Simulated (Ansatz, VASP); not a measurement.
## C: VASP beside Ansatz

```
CELL_PARAMETERS angstrom
0.00000 1.71942 1.85847
1.71942 0.00000 1.85847
1.71942 1.71942 0.00000
ATOMIC_POSITIONS crystal
C 0.50000 0.50000 0.50000
C 0.75000 0.75000 0.75000
```

Change from the starting cell: strain +e along x and -e along y +0.0000, strain +e along z and -e/2 along x and y +0.0525.

Alike in both runs: task single point; functional LDA; k mesh 12 × 12 × 12; occupations gaussian, width 0.05 eV; no spin polarisation.

|  | VASP | Ansatz |
| --- | --- | --- |
| version | VASP 6.6.1 | Ansatz 0.2.0 |
| potentials or method | VASP PAW LDA potentials, release 64 (C), cutoff 520 eV | scalar-relativistic, plane waves, PAW |
| valence electrons in the cell | 8 | 8 |

Ansatz gave:

| Quantity | Value |
| --- | --- |
| gap on the k mesh at the Fermi level (eV) | 3.22 |
| least direct gap on the mesh (eV) | 4.93 |
| pressure (GPa) | 1.1 |
| traceless stress, the component that is largest in VASP (GPa) | -53.54 |

Task: Which values does VASP return?

Result: gap on the k mesh at the Fermi level (eV): 3.21; least direct gap on the mesh (eV): 4.94; pressure (GPa): 2.8; traceless stress, the component that is largest in VASP (GPa): -53.46.

Ansatz warns that its potentials were made for another functional, while VASP's fit it. LDA's correlation is that of Perdew and Zunger in VASP and of Perdew and Wang (1992) in Ansatz.
